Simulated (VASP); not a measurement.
## Pt: single point with PBE

Pt:

```xyz
1
Lattice="0.0000 1.9354 2.0347 1.9354 0.0000 2.0347 1.9354 1.9354 0.0000" Properties=species:S:1:pos:R:3 pbc="T T T"
Pt    0.0000    0.0000    0.0000
```

This cell differs from its parent crystal: strain -0.025 along x and y, +0.025 along z.

```yaml
Program: VASP 6.6.1
Task: single point
Functional: PBE
Potentials_or_basis: VASP PAW PBE potentials, release 64 (Pt)
Cutoff: 520 eV
k_mesh: 26 × 26 × 26
Occupations: gaussian, width 0.15 eV
Spin: no spin polarisation
Dipole_correction: no
Further_INCAR_settings: ALGO = Fast; EDIFF = 1e-06; NBANDS = 11
```

```
Pressure               : 6.8 GPa
Band gap on the k mesh : zero (band 5 reaches 11.81 eV, above the bottom of band 6 at 9.33 eV)
```

Stress tensor (GPa, compression positive):
```
8.69 0.00 0.00
0.00 8.69 0.00
0.00 0.00 2.88
```

Levels at points of the mesh, in eV from the Fermi level:
```
           k point  band 2  band 3  band 4  band 5  band 6  band 7  band 8  band 9
(0.00, 0.00, 0.00)   -4.10   -3.50   -3.50   -1.96   -1.26   14.72   18.77   20.01
(0.50, 0.00, 0.00)   -4.05   -3.49   -0.41   -0.08    0.18    5.79   14.17   18.54
(0.50, 0.50, 0.00)   -6.51    0.06    0.46    0.46    1.20    7.93   11.99   11.99
(0.50, 0.00, 0.50)   -6.47   -0.03    0.24    0.76    2.14    9.23   10.94   11.25
```

Wall time 2.2 min on 1 thread of Intel Xeon 6975P-C, with other jobs on the host, peak memory 0.33 GiB.

Caveat: the cell differs from its parent crystal (strain -0.025 along x and y, +0.025 along z); spin-orbit coupling is left out, which moves the levels of the heavy elements.
